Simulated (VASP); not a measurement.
# SrO (F-43m) in VASP: further runs

The runs below take SrO through single point, with PBE, r2SCAN.

Everything below comes from runs of VASP 6.6.1. Logs are shortened: lines on timing, memory, paths and dates and some standing lists are left out, and cuts for length are marked.

### Step 1. The cell of the first run

It takes space group F-43m (No. 216, cubic). Conventional cell: a = 5.537 Å, b = 5.537 Å, c = 5.537 Å, α = 90.00°, β = 90.00°, γ = 90.00°. Sr (site symmetry -43m) has 4 O at 2.40 Å within 3.2 Å. Within 3.2 Å of O (site symmetry -43m) lie 4 Sr at 2.40 Å.

### Step 2. Single point, PBE (strain -0.9%)

Input file INCAR:

```
  PREC = Accurate
  ENCUT = 520
  EDIFF = 1E-7
  ISMEAR = -1
  SIGMA = 0.02
  LREAL = False
  LASPH = True
  NELM = 100
  ALGO = Normal
  ISIF = 2
  LWAVE = False
  LCHARG = False
  GGA = PE
  NBANDS = 15
```

Input file KPOINTS:

```
Automatic mesh
0
Gamma
  8 8 8
```

Input file POSCAR:

```
SrO
1.0
    0.0000000000      2.7685461326      2.7685461326
    2.7685461326      0.0000000000      2.7685461326
    2.7685461326      2.7685461326      0.0000000000
Sr O
1 1
Direct
    0.0000000000      0.0000000000      0.0000000000
    0.2500000000      0.2500000000      0.2500000000
```

Potentials or basis: VASP PAW PBE potentials, release 64 (Sr_sv, O).

Launch:

```sh
$ cat potpaw_PBE.64/Sr_sv/POTCAR potpaw_PBE.64/O/POTCAR > POTCAR
$ mpirun -np 1 vasp_std > vasp.out
```

OUTCAR:

```text
PREC = Accurate
   ENCUT = 520
   EDIFF = 1E-7
   ISMEAR = -1
   LREAL = False
   LASPH = True
   NELM = 100
   ISIF = 2
   GGA = PE

 ion  position               nearest neighbor table
   1  0.000  0.000  0.000-   2 2.40   2 2.40   2 2.40   2 2.40
   2  0.250  0.250  0.250-   1 2.40   1 2.40   1 2.40   1 2.40

  LATTYP: Found a face centered cubic cell.
 ALAT       =     5.5370922652

  Lattice vectors:

 A1 = (   0.0000000000,   2.7685461326,   2.7685461326)
 A2 = (   2.7685461326,   0.0000000000,   2.7685461326)
 A3 = (   2.7685461326,   2.7685461326,   0.0000000000)

Analysis of symmetry for initial positions (statically):
=====================================================================
 Subroutine PRICEL returns:
 Original cell was already a primitive cell.

 Routine SETGRP: Setting up the symmetry group for a
 face centered cubic supercell.

 Subroutine GETGRP returns: Found 24 space group operations
 (whereof 24 operations were pure point group operations)
 out of a pool of 48 trial point group operations.

The static configuration has the point symmetry T_d .

Analysis of symmetry for dynamics (positions and initial velocities):
=====================================================================
 Subroutine PRICEL returns:
 Original cell was already a primitive cell.

 Routine SETGRP: Setting up the symmetry group for a
 face centered cubic supercell.

 Subroutine GETGRP returns: Found 24 space group operations
 (whereof 24 operations were pure point group operations)
 out of a pool of 48 trial point group operations.

The dynamic configuration has the point symmetry T_d .

 Subroutine INISYM returns: Found 24 space group operations
 (whereof 24 operations are pure point group operations),
 and found     1 'primitive' translations

----------------------------------------------------------------------------------------

                                     Primitive cell

  volume of cell :      42.4410

  direct lattice vectors                    reciprocal lattice vectors
     0.000000000  2.768546133  2.768546133    -0.180600205  0.180600205  0.180600205
     2.768546133  0.000000000  2.768546133     0.180600205 -0.180600205  0.180600205
     2.768546133  2.768546133  0.000000000     0.180600205  0.180600205 -0.180600205

  length of vectors
     3.915315489  3.915315489  3.915315489     0.312808731  0.312808731  0.312808731

  position of ions in fractional coordinates (direct lattice)
     0.000000000  0.000000000  0.000000000
     0.250000000  0.250000000  0.250000000

  ion indices of the primitive-cell ions
   primitive index   ion index
                 1           1
                 2           2

----------------------------------------------------------------------------------------

 KPOINTS: Automatic mesh

Automatic generation of k-mesh.
 Grid dimensions read from file:
 generate k-points for:    8    8    8

 Generating k-lattice:

  Cartesian coordinates                     Fractional coordinates (reciprocal lattice)
    -0.022575026  0.022575026  0.022575026     0.125000000  0.000000000  0.000000000
     0.022575026 -0.022575026  0.022575026     0.000000000  0.125000000  0.000000000
     0.022575026  0.022575026 -0.022575026     0.000000000  0.000000000  0.125000000

  Length of vectors
     0.039101091  0.039101091  0.039101091

  Shift w.r.t. Gamma in fractional coordinates (k-lattice)
     0.000000000  0.000000000  0.000000000

 Subroutine IBZKPT returns following result:
 ===========================================

 Found     29 irreducible k-points:

 Following reciprocal coordinates:
            Coordinates               Weight
  0.000000  0.000000  0.000000      1.000000
  0.125000  0.000000  0.000000      8.000000
  0.250000  0.000000  0.000000      8.000000
  0.375000  0.000000  0.000000      8.000000
  0.500000  0.000000  0.000000      4.000000
  0.125000  0.125000  0.000000      6.000000
[... 16 lines left out ...]
  0.500000  0.250000  0.125000     48.000000
 -0.375000  0.250000  0.125000     24.000000
 [... further k-points ...]
   k-points           NKPTS =     29   k-points in BZ     NKDIM =     29   number of bands    NBANDS=     15
   number of dos      NEDOS =    301   number of ions     NIONS =      2
   total plane-waves  NPLWV =  27000
   dimension x,y,z NGX =    30 NGY =   30 NGZ =   30
   dimension x,y,z NGXF=    60 NGYF=   60 NGZF=   60
   ions per type =               1   1
   NGX,Y,Z   is equivalent  to a cutoff of  12.74, 12.74, 12.74 a.u.
   NGXF,Y,Z  is equivalent  to a cutoff of  25.48, 25.48, 25.48 a.u.
 SYSTEM =  unknown system
   PREC   = accura    normal or accurate (medium, high low for compatibility)
   ISTART =      0    job   : 0-new  1-cont  2-samecut
   ICHARG =      2    charge: 1-file 2-atom 10-const
   ISPIN  =      1    spin polarized calculation?
   LNONCOLLINEAR =      F non collinear calculations
   LSORBIT =      F    spin-orbit coupling
   LASPH  =      T    aspherical Exc in radial PAW
   ENCUT  =  520.0 eV  38.22 Ry    6.18 a.u.   7.28  7.28  7.28*2*pi/ulx,y,z
   NELM   =    100;   NELMIN=  2; NELMDL= -5     # of ELM steps
   EDIFF  = 0.1E-06   stopping-criterion for ELM
   LREAL  =      F    real-space projection
   EDIFFG = 0.1E-05   stopping-criterion for IOM
   NSW    =      0    number of steps for IOM
   IBRION =     -1    ionic relax: 0-MD 1-quasi-New 2-CG
   NFREE  =      0    steps in history (QN), initial steepest desc. (CG)
   ISIF   =      2    stress and relaxation
   ISYM   =      2    0-nonsym 1-usesym 2-fastsym
   POTIM  = 0.5000    time-step for ionic-motion
   TEBEG  =    0.0;   TEEND  =   0.0 temperature during run
   PSTRESS=    0.0 pullay stress
   NELECT =      16.0000    total number of electrons
   NUPDOWN=      -1.0000    fix difference up-down
   EMIN   =  10.00;   EMAX   =-10.00  energy-range for DOS
   EFERMI =   0.00;   METHOD = LEGACY
   ISMEAR =    -1;   SIGMA  =   0.02  broadening in eV -4-tet -1-fermi 0-gaus
   EFERMI_NEDOS =   21; number of points for ismear=-14 and -15
   IALGO  =     38    algorithm
   IMIX   =      4    mixing-type and parameters
     AMIX     =   0.40;   BMIX     =  1.00
     AMIX_MAG =   1.60;   BMIX_MAG =  1.00
  volume/ion in A,a.u.               =      21.22       143.20
  Fermi-wavevector in a.u.,A,eV,Ry     =   1.182641  2.234868 19.029660  1.398641
  Thomas-Fermi vector in A             =   2.318891
   LORBIT       =      0    0 simple, 1 ext, 2 COOP (PROOUT), +10 PAW based schemes
   GGA     = PE    functional components
   LHFCALC =     F    Hartree Fock is set to
   AEXX    =    0.0000 exact exchange contribution
   IVDW    =     0    specifies the selected vdW correction
   LEPSILON=     F    determine dielectric tensor
   LRPA    =     F    only Hartree local field effects (RPA)
 non-spin polarized calculation
  energy-cutoff  :      520.00
  volume of cell :       42.44
 maximum number of plane-waves:      1158
 NGX is ok and might be reduce to    30
   NGX = 15   NGY = 15   NGZ = 15

 number of electron      15.9999998 magnetization

 Free energy of the ion-electron system (eV)
  ---------------------------------------------------
  ext. energy  EPLUGINS =         0.00000000
  ---------------------------------------------------
  free energy    TOTEN  =       -11.74483278 eV

  energy without entropy =      -11.74483278  energy(sigma->0) =      -11.74483278

 E-fermi :   0.8512     XC(G=0):  -8.7315

 val. band max:        0.3920454707   @ k =  -0.2500   0.5000   0.2500
 cond. band min:       2.9846758249   @ k =   0.0000   0.0000   0.0000
 fundamental gap:      2.5926303542
 Fermi energy:         0.8512039630

 k-point     1 :       0.0000    0.0000    0.0000
  band No.  band energies     occupation
      1     -31.7344      2.00000
      2     -14.4245      2.00000
      3     -13.6145      2.00000
      4     -13.6145      2.00000
      5     -13.6145      2.00000
      6      -0.5101      2.00000
      7      -0.5101      2.00000
      8      -0.5101      2.00000
      9       2.9847      0.00000
     10       8.5350      0.00000
     11       8.5350      0.00000
     12       9.9198      0.00000
     13       9.9198      0.00000
     14       9.9198      0.00000
     15      15.6815      0.00000

 k-point     2 :       0.1250    0.0000    0.0000
  band No.  band energies     occupation
      1     -31.7244      2.00000
      2     -14.7719      2.00000
      3     -13.6287      2.00000
      4     -13.6287      2.00000
      5     -13.3052      2.00000
      6      -0.6057      2.00000
      7      -0.4543      2.00000
      8      -0.4543      2.00000
      9       3.5051      0.00000
     10       8.2144      0.00000
     11       8.2144      0.00000
     12       9.5717      0.00000
     13      10.3063      0.00000
     14      10.3063      0.00000
     15      14.2338      0.00000

 k-point     3 :       0.2500    0.0000    0.0000
  band No.  band energies     occupation
      1     -31.7002      2.00000
      2     -15.2721      2.00000
      3     -13.6626      2.00000
      4     -13.6626      2.00000
      5     -12.9054      2.00000
      6      -0.6339      2.00000
      7      -0.3287      2.00000
      8      -0.3287      2.00000
      9       4.5826      0.00000
     10       7.9196      0.00000
     11       7.9196      0.00000
     12       8.8757      0.00000
     13      10.6801      0.00000
     14      10.6801      0.00000
     15      12.7752      0.00000
[... 343 lines left out ...]
 k-point    23 :       0.5000    0.2500    0.1250
  band No.  band energies     occupation
      1     -31.6625      2.00000
      2     -15.7281      2.00000
      3     -13.9063      2.00000
      4     -13.7487      2.00000
      5     -12.3817      2.00000
      6      -0.5607      2.00000
      7      -0.1485      2.00000
      8       0.0353      2.00000
      9       5.4674      0.00000
     10       6.5694      0.00000
     11       8.4256      0.00000
     12       9.3542      0.00000
     13      10.7318      0.00000
     14      11.3019      0.00000
     15      12.9493      0.00000

 k-point    24 :      -0.3750    0.2500    0.1250
  band No.  band energies     occupation
      1     -31.6543      2.00000
      2     -15.8116      2.00000
      3     -13.9447      2.00000
      4     -13.7676      2.00000
      5     -12.3007      2.00000
      6      -0.3309      2.00000
      7      -0.2549      2.00000
      8       0.1007      2.00000
      9       5.3729      0.00000
     10       6.6756      0.00000
     11       8.3088      0.00000
     12       9.5227      0.00000
     13      10.6414      0.00000
     14      11.4989      0.00000
     15      12.9872      0.00000

 [... further k-points ...]

------------------------ aborting loop because EDIFF is reached ----------------------------------------

  FORCE on cell =-STRESS in cart. coord.  units (eV):
  Direction    XX          YY          ZZ          XY          YZ          ZX
  --------------------------------------------------------------------------------------
  -------------------------------------------------------------------------------------
  Total        0.8550703      0.8550703      0.8550703      0.0000000      0.0000000     -0.0000000
  in kB       32.2795231     32.2795231     32.2795231      0.0000000      0.0000000     -0.0000000
  external PRESSURE =      32.2795231 kB  Pullay stress =       0.0000000 kB

 VOLUME and BASIS-vectors are now :
 -----------------------------------------------------------------------------
  energy-cutoff  :      520.00
  volume of cell :       42.44
      direct lattice vectors                 reciprocal lattice vectors
     0.000000000  2.768546133  2.768546133    -0.180600205  0.180600205  0.180600205
     2.768546133  0.000000000  2.768546133     0.180600205 -0.180600205  0.180600205
     2.768546133  2.768546133  0.000000000     0.180600205  0.180600205 -0.180600205

 POSITION                                       TOTAL-FORCE (eV/Angst)
 -----------------------------------------------------------------------------------
      0.00000      0.00000      0.00000         0.000000      0.000000      0.000000
      1.38427      1.38427      1.38427        -0.000000     -0.000000     -0.000000
 -----------------------------------------------------------------------------------
    total drift:                               -0.000000     -0.000000     -0.000000

  FREE ENERGIE OF THE ION-ELECTRON SYSTEM (eV)
  ---------------------------------------------------
  free  energy   TOTEN  =       -11.7448327766 eV

  energy  without entropy=      -11.7448327766  energy(sigma->0) =      -11.74483278
```

Run time: 10 s. Hardware: 1 thread of Intel Xeon 6975P-C (Granite Rapids), shared host; peak memory 0.17 GiB.

What came out:

```
Free energy            : -11.7448 eV
Pressure               : 3.2 GPa
Band gap on the k mesh : 2.59 eV (least direct gap 3.49 eV)
```

Caveat: the cell differs from its parent crystal (strain -0.9%); the cell stands under pressure. A k mesh can miss the band edges.

### Step 3. Single point, r2SCAN (strain -0.9%)

POSCAR is that of step 2.

Input file INCAR.step1:

```
SYSTEM = SrO
PREC     = Accurate       ! precision mode
ENCUT    = 520            ! plane-wave cutoff, eV
ISMEAR   = 0              ! smearing method
SIGMA    = 0.01           ! smearing width, eV
LREAL    = .FALSE.        ! projectors in reciprocal space
LASPH    = .TRUE.         ! aspherical terms in the spheres
NELM     = 60             ! most SCF steps
NBANDS   = 15             ! bands
GGA      = PE             ! functional
ALGO     = Normal         ! electronic algorithm
EDIFF    = 1E-4           ! SCF threshold, eV
LWAVE    = .TRUE.         ! write WAVECAR
LCHARG   = .FALSE.        ! write CHGCAR
```

Input file INCAR.step2:

```
SYSTEM = SrO
PREC     = Accurate       ! precision mode
ENCUT    = 520            ! plane-wave cutoff, eV
EDIFF    = 1E-7           ! SCF threshold, eV
ISMEAR   = 0              ! smearing method
SIGMA    = 0.01           ! smearing width, eV
LREAL    = .FALSE.        ! projectors in reciprocal space
LASPH    = .TRUE.         ! aspherical terms in the spheres
NELM     = 60             ! most SCF steps
ALGO     = Normal         ! electronic algorithm
ISIF     = 2              ! what is computed and relaxed
LWAVE    = .FALSE.        ! write WAVECAR
LCHARG   = .FALSE.        ! write CHGCAR
METAGGA  = R2SCAN         ! meta-GGA
LMIXTAU  = .TRUE.       
NBANDS   = 15             ! bands
ISTART   = 1
```

Input file KPOINTS:

```
regular mesh
0
G
  8 8 8
  0 0 0
```

Potentials or basis: VASP PAW PBE potentials, release 64 (Sr_sv, O).

Launch:

```sh
$ cat potpaw_PBE.64/Sr_sv/POTCAR potpaw_PBE.64/O/POTCAR > POTCAR
$ cp INCAR.step1 INCAR
$ mpirun -np 1 vasp_std > vasp.out
$ cp INCAR.step2 INCAR
$ mpirun -np 1 vasp_std > vasp.out
```

Run time: 43 s. Hardware: 1 thread of Intel Xeon 6975P-C (Granite Rapids), shared host; peak memory 0.18 GiB.

Results (log left out):

| Quantity | Value |
| --- | --- |
| Free energy | -26.6217 eV |
| Pressure | 2.3 GPa |
| Band gap on the k mesh | 2.97 eV (least direct gap 3.88 eV) |

Levels at points of the mesh, in eV from the valence-band top:
```
           k point  band 4  band 5  band 6  band 7  band 8  band 9  band 10  band 11  band 12  band 13
(0.00, 0.00, 0.00)  -14.46  -14.46   -0.90   -0.90   -0.90    2.97     8.78     8.78    10.15    10.15
(0.50, 0.00, 0.00)  -14.55  -13.59   -0.71   -0.57   -0.57    5.71     7.77     8.29     8.29    10.72
(0.50, 0.50, 0.00)  -14.71  -13.24   -1.46   -0.01   -0.01    4.96     6.28    10.46    10.76    10.76
```

Caveat: the cell differs from its parent crystal (strain -0.9%); the PAW data sets were made with another functional, which shifts forces and pressure a little.
